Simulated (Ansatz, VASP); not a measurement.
Al: VASP and Ansatz over several settings

```
Al
1.0
     0.00000    1.99744    1.99744
     1.99744    0.00000    1.99744
     1.99744    1.99744    0.00000
Al
1
Direct
  0.00000 0.00000 0.00000
```

Single points on this cell with VASP 6.6.1 and Ansatz 0.2.0. Each row is one pair of runs. Alike in all rows: k mesh: 11 × 11 × 11; VASP's potentials, cutoff: VASP PAW PBE potentials, release 64 (Al), 520 eV.

| level | spin | smearing | Ansatz's potentials, cutoff | gap on the k mesh at the Fermi level (eV), VASP | gap on the k mesh at the Fermi level (eV), Ansatz | pressure (GPa), VASP | pressure (GPa), Ansatz |
| --- | --- | --- | --- | --- | --- | --- | --- |
| PBE exchange alone | off | fermi-dirac, width 0.05 eV | Ansatz PAW, 420 eV | none | none | 13.0 | 12.9 |
| RPBE+D4 | off | fermi-dirac, width 0.05 eV | Ansatz PAW, 420 eV | none | none | -2.1 | -1.8 |
| revPBE+D3(BJ) | collinear, typed start | fermi-dirac, width 0.025 eV | SSSP efficiency PAW, 408 eV | none | none | -2.9 | -2.8 |
| revPBE | off | fermi-dirac, width 0.05 eV | Ansatz PAW, 420 eV | none | ? | 4.1 | ? |
| BLYP+D3(BJ) | off | fermi-dirac, width 0.05 eV | Ansatz PAW, 420 eV | none | none | -1.9 | -2.1 |
| SVWN5 | off | fermi-dirac, width 0.05 eV | Ansatz PAW, 420 eV | none | none | -0.2 | -0.7 |
| BLYP | off | fermi-dirac, width 0.05 eV | Ansatz PAW, 420 eV | none | none | 6.5 | 6.3 |
| r2SCAN+D3(BJ) | off | fermi-dirac, width 0.05 eV | Ansatz PAW, 500 eV | none | none | -1.9 | -1.6 |

Problem. Fill in what Ansatz gave in row 4.

Solution. gap on the k mesh at the Fermi level (eV): none; pressure (GPa): 4.3.

A gap of «none» marks a metal or a gap that the smearing closes.
